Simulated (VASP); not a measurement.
# LaH3 (I4/mmm) in VASP: single point with LDA

Aim: the single point of LaH3 with LDA.

Program: VASP 6.6.1. These are calculated values, not measurements. Logs are shortened: lines on timing, memory, paths and dates and some standing lists are left out, and cuts for length are marked.

### 1 The cell of the first run

The structure is tetragonal, space group I4/mmm (No. 139). The conventional cell has a = 3.754 Å, b = 3.754 Å, c = 6.112 Å, α = 90.00°, β = 90.00°, γ = 90.00°. La (site symmetry 4/mmm) has 14 H at 2.42 to 3.06 Å within 3.2 Å. H (site symmetry -4m2) has 10 H at 2.42 to 3.06 Å and 4 La at 2.42 Å within 3.2 Å. Within 3.2 Å of H (site symmetry 4/mmm) lie 8 H at 2.42 Å and 6 La at 2.65 to 3.06 Å.

### 2 Single point, LDA

INCAR

```
SYSTEM = LaH3
PREC     = Accurate       ! precision mode
ENCUT    = 520            ! plane-wave cutoff, eV
EDIFF    = 1E-7           ! SCF threshold, eV
ISMEAR   = -1             ! smearing method
SIGMA    = 0.1            ! smearing width, eV
LREAL    = .False.        ! projectors in reciprocal space
LASPH    = .True.         ! aspherical terms in the spheres
NELM     = 100            ! most SCF steps
ALGO     = Normal         ! electronic algorithm
ISIF     = 2              ! what is computed and relaxed
LWAVE    = .False.        ! write WAVECAR
LCHARG   = .True.         ! write CHGCAR
GGA      = CA             ! functional
LELF     = .True.         ! ELF
LVHAR    = .True.       
NBANDS   = 15             ! bands
```

KPOINTS

```
Automatic mesh
0
Gamma
  9 9 9
  0 0 0
```

POSCAR

```
LaH3
1.0
    4.0478439582      0.0000000481      0.0000000637
    0.5661052615      4.0080625672      0.0000000637
   -2.3069746517     -2.0040313440      2.6545747379
La H
1 3
Direct
    0.0000000000      0.0000000000      0.0000000000
    0.7500000000      0.2500000000      0.5000000000
    0.2500000000      0.7500000000      0.5000000000
    0.5000000000      0.5000000000      0.0000000000
```

Potentials or basis: VASP PAW LDA potentials, release 64 (La, H).

Launch:

```console
> cat potpaw_LDA.64/La/POTCAR potpaw_LDA.64/H/POTCAR > POTCAR
> mpirun -np 1 vasp_std > vasp.out
```

OUTCAR:

```text
SYSTEM = LaH3
   PREC = Accurate
   ENCUT = 520
   EDIFF = 1E-7
   ISMEAR = -1
   LREAL = .False.
   LASPH = .True.
   NELM = 100
   ISIF = 2
   GGA = CA

 ion  position               nearest neighbor table
   1  0.000  0.000  0.000-
   2  0.750  0.250  0.500-
   3  0.250  0.750  0.500-
   4  0.500  0.500  0.000-

  LATTYP: Found a body centered tetragonal cell.
 ALAT       =     3.7541356868
 C/A-ratio  =     1.6279959535

  Lattice vectors:

 A1 = (   4.0478439582,   0.0000000481,   0.0000000637)
 A2 = (   0.5661052615,   4.0080625672,   0.0000000637)
 A3 = (  -2.3069746517,  -2.0040313440,   2.6545747379)

Analysis of symmetry for initial positions (statically):
=====================================================================
 Subroutine PRICEL returns:
 Original cell was already a primitive cell.

 Routine SETGRP: Setting up the symmetry group for a
 body centered tetragonal supercell.

 Subroutine GETGRP returns: Found 16 space group operations
 (whereof 16 operations were pure point group operations)
 out of a pool of 16 trial point group operations.

The static configuration has the point symmetry D_4h.

Analysis of symmetry for dynamics (positions and initial velocities):
=====================================================================
 Subroutine PRICEL returns:
 Original cell was already a primitive cell.

 Routine SETGRP: Setting up the symmetry group for a
 body centered tetragonal supercell.

 Subroutine GETGRP returns: Found 16 space group operations
 (whereof 16 operations were pure point group operations)
 out of a pool of 16 trial point group operations.

The dynamic configuration has the point symmetry D_4h.

 Subroutine INISYM returns: Found 16 space group operations
 (whereof 16 operations are pure point group operations),
 and found     1 'primitive' translations

----------------------------------------------------------------------------------------

                                     Primitive cell

  volume of cell :      43.0679

  direct lattice vectors                    reciprocal lattice vectors
     4.047843958  0.000000048  0.000000064     0.247045094 -0.034893053  0.188354085
     0.566105261  4.008062567  0.000000064    -0.000000006  0.249497101  0.188354085
    -2.306974652 -2.004031344  2.654574738    -0.000000006 -0.000000005  0.376708164

  length of vectors
     4.047843958  4.047843958  4.047843958     0.312611684  0.312611684  0.376708164

  position of ions in fractional coordinates (direct lattice)
     0.000000000  0.000000000  0.000000000
     0.750000000  0.250000000  0.500000000
     0.250000000  0.750000000  0.500000000
     0.500000000  0.500000000  0.000000000

  ion indices of the primitive-cell ions
   primitive index   ion index
                 1           1
                 2           2
                 3           3
                 4           4

----------------------------------------------------------------------------------------

 KPOINTS: Automatic mesh

Automatic generation of k-mesh.
 Grid dimensions read from file:
 generate k-points for:    9    9    9

 Generating k-lattice:

  Cartesian coordinates                     Fractional coordinates (reciprocal lattice)
     0.027449455 -0.003877006  0.020928232     0.111111111 -0.000000000 -0.000000000
    -0.000000001  0.027721900  0.020928232    -0.000000000  0.111111111 -0.000000000
    -0.000000001 -0.000000001  0.041856463     0.000000000  0.000000000  0.111111111

  Length of vectors
     0.034734632  0.034734632  0.041856463

  Shift w.r.t. Gamma in fractional coordinates (k-lattice)
     0.000000000  0.000000000  0.000000000

 Subroutine IBZKPT returns following result:
 ===========================================

 Found     75 irreducible k-points:

 Following reciprocal coordinates:
            Coordinates               Weight
  0.000000  0.000000  0.000000      1.000000
  0.111111  0.000000 -0.000000      8.000000
  0.222222  0.000000  0.000000      8.000000
  0.333333  0.000000  0.000000      8.000000
  0.444444  0.000000  0.000000      8.000000
  0.111111  0.111111 -0.000000      8.000000
[... 16 lines left out ...]
 -0.333333  0.333333 -0.000000      4.000000
  0.444444  0.444444 -0.000000      8.000000
 [... further k-points ...]
   k-points           NKPTS =     75   k-points in BZ     NKDIM =     75   number of bands    NBANDS=     15
   number of dos      NEDOS =    301   number of ions     NIONS =      4
   total plane-waves  NPLWV =  27000
   dimension x,y,z NGX =    30 NGY =   30 NGZ =   30
   dimension x,y,z NGXF=    60 NGYF=   60 NGZF=   60
   ions per type =               1   3
   NGX,Y,Z   is equivalent  to a cutoff of  12.32, 12.32, 12.32 a.u.
   NGXF,Y,Z  is equivalent  to a cutoff of  24.64, 24.64, 24.64 a.u.
 SYSTEM =  LaH3
   PREC   = accura    normal or accurate (medium, high low for compatibility)
   ISTART =      0    job   : 0-new  1-cont  2-samecut
   ICHARG =      2    charge: 1-file 2-atom 10-const
   ISPIN  =      1    spin polarized calculation?
   LNONCOLLINEAR =      F non collinear calculations
   LSORBIT =      F    spin-orbit coupling
   LASPH  =      T    aspherical Exc in radial PAW
   ENCUT  =  520.0 eV  38.22 Ry    6.18 a.u.   7.53  7.53  7.53*2*pi/ulx,y,z
   NELM   =    100;   NELMIN=  2; NELMDL= -5     # of ELM steps
   EDIFF  = 0.1E-06   stopping-criterion for ELM
   LREAL  =      F    real-space projection
   EDIFFG = 0.1E-05   stopping-criterion for IOM
   NSW    =      0    number of steps for IOM
   IBRION =     -1    ionic relax: 0-MD 1-quasi-New 2-CG
   NFREE  =      0    steps in history (QN), initial steepest desc. (CG)
   ISIF   =      2    stress and relaxation
   ISYM   =      2    0-nonsym 1-usesym 2-fastsym
   POTIM  = 0.5000    time-step for ionic-motion
   TEBEG  =    0.0;   TEEND  =   0.0 temperature during run
   PSTRESS=    0.0 pullay stress
   NELECT =      14.0000    total number of electrons
   NUPDOWN=      -1.0000    fix difference up-down
   EMIN   =  10.00;   EMAX   =-10.00  energy-range for DOS
   EFERMI =   0.00;   METHOD = LEGACY
   ISMEAR =    -1;   SIGMA  =   0.10  broadening in eV -4-tet -1-fermi 0-gaus
   EFERMI_NEDOS =   21; number of points for ismear=-14 and -15
   IALGO  =     38    algorithm
   IMIX   =      4    mixing-type and parameters
     AMIX     =   0.40;   BMIX     =  1.00
     AMIX_MAG =   1.60;   BMIX_MAG =  1.00
  volume/ion in A,a.u.               =      10.77        72.66
  Fermi-wavevector in a.u.,A,eV,Ry     =   1.125641  2.127152 17.239491  1.267067
  Thomas-Fermi vector in A             =   2.262319
   LORBIT       =      0    0 simple, 1 ext, 2 COOP (PROOUT), +10 PAW based schemes
   GGA     = CA    functional components
   LHFCALC =     F    Hartree Fock is set to
   AEXX    =    0.0000 exact exchange contribution
   IVDW    =     0    specifies the selected vdW correction
   LEPSILON=     F    determine dielectric tensor
   LRPA    =     F    only Hartree local field effects (RPA)
 non-spin polarized calculation
  energy-cutoff  :      520.00
  volume of cell :       43.07
 maximum number of plane-waves:      1176
 NGX is ok and might be reduce to    30
   NGX = 15   NGY = 15   NGZ = 15

 number of electron      13.9999998 magnetization

 Free energy of the ion-electron system (eV)
  ---------------------------------------------------
  ext. energy  EPLUGINS =         0.00000000
  ---------------------------------------------------
  free energy    TOTEN  =       -18.57818460 eV

  energy without entropy =      -18.57588549  energy(sigma->0) =      -18.57703505

 E-fermi :   6.9867     XC(G=0): -10.3124

 val. band max:        6.9355400874   @ k =   0.0000   0.0000   0.0000
 cond. band min:       7.2191949720   @ k =   0.4444   0.0000   0.0000
 fundamental gap:      0.2836548846
 Fermi energy:         6.9866885761

 k-point     1 :       0.0000    0.0000    0.0000
  band No.  band energies     occupation
      1     -25.6539      2.00000
      2      -8.9698      2.00000
      3      -8.8876      2.00000
      4      -8.8876      2.00000
      5      -0.4163      2.00000
      6       4.8406      2.00000
      7       6.9355      1.25031
      8       7.2563      0.12640
      9       8.3011      0.00000
     10       8.3011      0.00000
     11       8.5200      0.00000
     12       8.7485      0.00000
     13       8.7485      0.00000
     14       9.2199      0.00000
     15       9.2617      0.00000

 k-point     2 :       0.1111    0.0000   -0.0000
  band No.  band energies     occupation
      1     -25.6380      2.00000
      2      -9.0824      2.00000
      3      -8.9692      2.00000
      4      -8.8919      2.00000
      5      -0.1022      2.00000
      6       4.4061      2.00000
      7       6.6562      1.92916
      8       7.4814      0.01411
      9       8.3749      0.00000
     10       8.4525      0.00000
     11       8.6833      0.00000
     12       8.7451      0.00000
     13       8.8345      0.00000
     14       9.2405      0.00000
     15       9.2987      0.00000

 k-point     3 :       0.2222    0.0000    0.0000
  band No.  band energies     occupation
      1     -25.5976      2.00000
      2      -9.4679      2.00000
      3      -9.0405      2.00000
      4      -8.9028      2.00000
      5       0.6584      2.00000
      6       3.7405      2.00000
      7       6.1012      1.99971
      8       7.6525      0.00256
      9       8.4755      0.00000
     10       8.5702      0.00000
     11       8.7473      0.00000
     12       8.8691      0.00000
     13       9.0602      0.00000
     14       9.2484      0.00000
     15       9.3972      0.00000

 k-point     4 :       0.3333    0.0000    0.0000
  band No.  band energies     occupation
      1     -25.5510      2.00000
      2      -9.8685      2.00000
      3      -9.1121      2.00000
      4      -8.9149      2.00000
      5       1.3721      2.00000
      6       3.4638      2.00000
      7       5.6698      2.00000
      8       7.4464      0.01995
      9       8.4314      0.00000
     10       8.6587      0.00000
     11       8.7740      0.00000
     12       8.9944      0.00000
     13       9.1484      0.00000
     14       9.2468      0.00000
     15       9.3231      0.00000
[... 307 lines left out ...]
 k-point    22 :      -0.4444    0.3333   -0.0000
  band No.  band energies     occupation
      1     -25.4708      2.00000
      2      -9.9415      2.00000
      3      -9.4255      2.00000
      4      -9.2148      2.00000
      5       2.1942      2.00000
      6       2.3154      2.00000
      7       4.4174      2.00000
      8       8.4444      0.00000
      9       8.7228      0.00000
     10       8.8038      0.00000
     11       9.0732      0.00000
     12       9.0802      0.00000
     13       9.1310      0.00000
     14       9.3538      0.00000
     15      10.3642      0.00000

 k-point    23 :      -0.3333    0.3333   -0.0000
  band No.  band energies     occupation
      1     -25.4978      2.00000
      2      -9.8249      2.00000
      3      -9.3534      2.00000
      4      -9.1600      2.00000
      5       2.0523      2.00000
      6       2.3806      2.00000
      7       4.6323      2.00000
      8       8.3443      0.00000
      9       8.6801      0.00000
     10       8.8067      0.00000
     11       9.0288      0.00000
     12       9.0545      0.00000
     13       9.1015      0.00000
     14       9.4125      0.00000
     15      10.2253      0.00000

 k-point    24 :       0.4444    0.4444   -0.0000
  band No.  band energies     occupation
      1     -25.4477      2.00000
      2     -10.0058      2.00000
      3      -9.5157      2.00000
      4      -9.2471      2.00000
      5       2.0250      2.00000
      6       2.1949      2.00000
      7       4.5991      2.00000
      8       8.5124      0.00000
      9       8.7839      0.00000
     10       8.7903      0.00000
     11       9.1091      0.00000
     12       9.1206      0.00000
     13       9.1431      0.00000
     14       9.3564      0.00000
     15      10.8730      0.00000

 [... further k-points ...]
[... 5 lines left out ...]
  --------------------------------------------------------------------------------------
  -------------------------------------------------------------------------------------
  Total       -1.2645662     -1.2184238     -1.0765279     -0.1633458     -0.0000000     -0.0000000
  in kB      -47.0434253    -45.3268687    -40.0481666     -6.0766674     -0.0000002     -0.0000002
  external PRESSURE =     -44.1394869 kB  Pullay stress =       0.0000000 kB

 VOLUME and BASIS-vectors are now :
 -----------------------------------------------------------------------------
  energy-cutoff  :      520.00
  volume of cell :       43.07
      direct lattice vectors                 reciprocal lattice vectors
     4.047843958  0.000000048  0.000000064     0.247045094 -0.034893053  0.188354085
     0.566105261  4.008062567  0.000000064    -0.000000006  0.249497101  0.188354085
    -2.306974652 -2.004031344  2.654574738    -0.000000006 -0.000000005  0.376708164

 POSITION                                       TOTAL-FORCE (eV/Angst)
 -----------------------------------------------------------------------------------
      0.00000      0.00000      0.00000         0.000000     -0.000000     -0.000000
      2.02392      0.00000      1.32729        -0.000000     -0.000000     -0.000000
      0.28305      2.00403      1.32729         0.000000      0.000000      0.000000
      2.30697      2.00403      0.00000         0.000000     -0.000000     -0.000000
 -----------------------------------------------------------------------------------
    total drift:                                0.000000      0.000000      0.000000

  FREE ENERGIE OF THE ION-ELECTRON SYSTEM (eV)
  ---------------------------------------------------
  free  energy   TOTEN  =       -18.5781846038 eV

  energy  without entropy=      -18.5758854941  energy(sigma->0) =      -18.57703505
```

Run time: 36 s. Hardware: 1 thread of Intel Xeon Platinum 8488C (Sapphire Rapids), shared host; peak memory 0.2 GiB.

What came out:

```yaml
Free_energy: -18.5782 eV
Pressure: -4.4 GPa
Band_gap_on_the_k_mesh: 0.28 eV, indirect (least direct gap 0.32 eV)
```

Levels at points of the mesh, in eV from the valence-band top:
```csv
k point,band 4,band 5,band 6,band 7,band 8,band 9,band 10,band 11
"(0.00, 0.00, 0.00)",-15.82,-7.35,-2.09,0.00,0.32,1.37,1.37,1.58
```

Caveat: spin-orbit coupling is left out, which moves the levels of the heavy elements. A k mesh can miss the band edges.
